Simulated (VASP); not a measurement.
Input of a VASP 6.6.1 run:

INCAR

```
SYSTEM = TiCo3
PREC = Accurate
ENCUT = 600
EDIFF = 1E-6
ISMEAR = 0
SIGMA = 0.1
LREAL = .FALSE.
LASPH = .TRUE.
NELM = 150
ALGO = Fast
ISIF = 3
LWAVE = .FALSE.
LCHARG = .FALSE.
ISPIN = 2
MAGMOM = 0 0.27 0.27 0.27
LORBIT = 11
LMAXMIX = 4
GGA = PS
IBRION = 2
NSW = 70
EDIFFG = -0.008
PSTRESS = 50.0
```

The input KPOINTS:

```
regular mesh
0
G
  12 12 12
  0 0 0
```

File POSCAR:

```
TiCo3
1.0
    3.5041774252      0.0000000000      0.0000000000
    0.0000000000      3.5041774252      0.0000000000
    0.0000000000      0.0000000000      3.5041774252
Ti Co
1 3
Direct
    0.0000000000      0.0000000000      0.0000000000
    0.0000000000      0.5000000000      0.5000000000
    0.5000000000      0.0000000000      0.5000000000
    0.5000000000      0.5000000000      0.0000000000
```

Potentials or basis: VASP PAW PBE potentials, release 64 (Ti_sv, Co).

Run with:

```sh
$ cat potpaw_PBE.64/Ti_sv/POTCAR potpaw_PBE.64/Co/POTCAR > POTCAR
$ mpirun -np 1 vasp_std > vasp.out
```

Task: Estimate the relaxed volume.

Result: 10.72 Å³/atom.

Task: Estimate the site moments.

Result: Ti -0.06; Co +0.20 μB.

Task: Estimate the relaxed cell.

Result: a = 3.500 Å, b = 3.500 Å, c = 3.500 Å, α = 90.00°, β = 90.00°, γ = 90.00°.

The path:
| step | energy change (eV) | largest force (eV/Å) | pressure (GPa) | volume (Å³) |
| --- | --- | --- | --- | --- |
| 1 | 0.0000 | 0.0000 | 4.21 | 43.03 |
| 2 | 0.0107 | 0.0000 | 6.02 | 42.70 |
| 3 | 0.0035 | 0.0000 | 4.83 | 42.90 |
| 4 | 0.0045 | 0.0000 | 5.09 | 42.88 |

Caveat: the cell is relaxed towards a set pressure, so the run minimises the enthalpy, not the energy; the PAW data sets were made with another functional, which shifts forces and pressure a little.
